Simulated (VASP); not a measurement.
Here is a VASP 6.6.1 calculation.

INCAR

```
SYSTEM = TaN
PREC     = Accurate       ! precision mode
ENCUT    = 600            ! plane-wave cutoff, eV
EDIFF    = 1E-6           ! SCF threshold, eV
ISMEAR   = -1             ! smearing method
SIGMA    = 0.08           ! smearing width, eV
LREAL    = .False.        ! projectors in reciprocal space
LASPH    = .True.         ! aspherical terms in the spheres
NELM     = 60             ! most SCF steps
ALGO     = Normal         ! electronic algorithm
ISIF     = 3              ! what is computed and relaxed
LWAVE    = .False.        ! write WAVECAR
LCHARG   = .False.        ! write CHGCAR
GGA      = PE             ! functional
IBRION   = 2              ! ionic algorithm
NSW      = 60             ! ionic steps
EDIFFG   = -0.005         ! ionic threshold
PSTRESS  = -0.9099999999999999
```

The input KPOINTS:

```
regular mesh
0
Gamma
  10 10 6
  0 0 0
```

POSCAR

```
TaN
1.0
    3.1784099318      0.0000000000      0.0000000000
   -1.5892049659      2.7525837446      0.0000000000
    0.0000000000      0.0000000000      4.9265353944
Ta N
2 2
Direct
    0.0000000000      0.0000000000      0.0000000000
    0.0000000000      0.0000000000      0.5000000000
    0.3333333333      0.6666666667      0.2500000000
    0.6666666667      0.3333333333      0.7500000000
```

Potentials or basis: VASP PAW PBE potentials, release 64 (Ta_pv, N).

Command:

```console
$ cat potpaw_PBE.64/Ta_pv/POTCAR potpaw_PBE.64/N/POTCAR > POTCAR
$ mpirun -np 1 vasp_std > vasp.out
```

What does it give for the relaxed cell?

a = 2.919 Å, b = 2.919 Å, c = 5.916 Å, α = 90.00°, β = 90.00°, γ = 120.00°.

Estimate the space group after relaxing (to 0.1 Å).

P6_3/mmc (No. 194).

What does it give for the band gap on the k mesh?

Zero (bands 16 and 17 overlap by 0.97 eV).

Final structure:
```cif
data_structure
_symmetry_space_group_name_H-M 'P 1'
_symmetry_Int_Tables_number 1
_cell_length_a 2.9192
_cell_length_b 2.9192
_cell_length_c 5.9158
_cell_angle_alpha 90.000
_cell_angle_beta 90.000
_cell_angle_gamma 120.000
_cell_volume 43.66
loop_
_atom_site_label
_atom_site_type_symbol
_atom_site_fract_x
_atom_site_fract_y
_atom_site_fract_z
_atom_site_occupancy
Ta1 Ta 0.00000 0.00000 0.00000 1
Ta2 Ta 0.00000 0.00000 0.50000 1
N1 N 0.33333 0.66667 0.25000 1
N2 N 0.66667 0.33333 0.75000 1
```

Caveat: the cell is relaxed towards a set pressure, so the run minimises the enthalpy, not the energy; a cell axis changed by over 15 % at a fixed basis, so the end point is rough; spin-orbit coupling is left out, which moves the levels of the heavy elements.
